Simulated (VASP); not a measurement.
Runs of VASP 6.6.1 on Hf. The structure is that of space group P6_3/mmc (No. 194), or close to it. The cells are those of the table. 

```tsv
task	cell	cutoff (eV)	smearing	gap on the mesh (eV)	pressure (GPa)
single point	a = 3.181, b = 3.181, c = 5.108 Å, angles 90.0, 90.0, 120.0°, 2 atoms	500	tetrahedron	none	0.3
single point	a = 3.197, b = 3.217, c = 5.058 Å, angles 90.3, 90.9, 120.6°, 2 atoms	500	fermi-dirac 0.05 eV	none	(a)
electric field gradients	a = 3.181, b = 3.181, c = 5.108 Å, angles 90.0, 90.0, 120.0°, 2 atoms	400	fermi-dirac 0.05 eV	none	0.2
single point	a = 3.181, b = 3.181, c = 5.108 Å, angles 90.0, 90.0, 120.0°, 2 atoms	500	fermi-dirac 0.05 eV	none	0.3
```

Alike in all rows: level PBE; potentials or basis VASP PAW PBE potentials, release 64 (Hf_pv); no spin polarisation; k mesh 13 × 13 × 7.

Question: Fill in the values left out.

Answer: (a) 0.4.

Caveats: spin-orbit coupling is left out, which moves the levels of the heavy elements; tetrahedron occupations give inexact forces and stress in metals (at least some runs).

A k mesh can miss the band edges, and the runs leave out spin-orbit coupling on Hf.

A gap of «none» marks levels without a gap at the run's occupations.
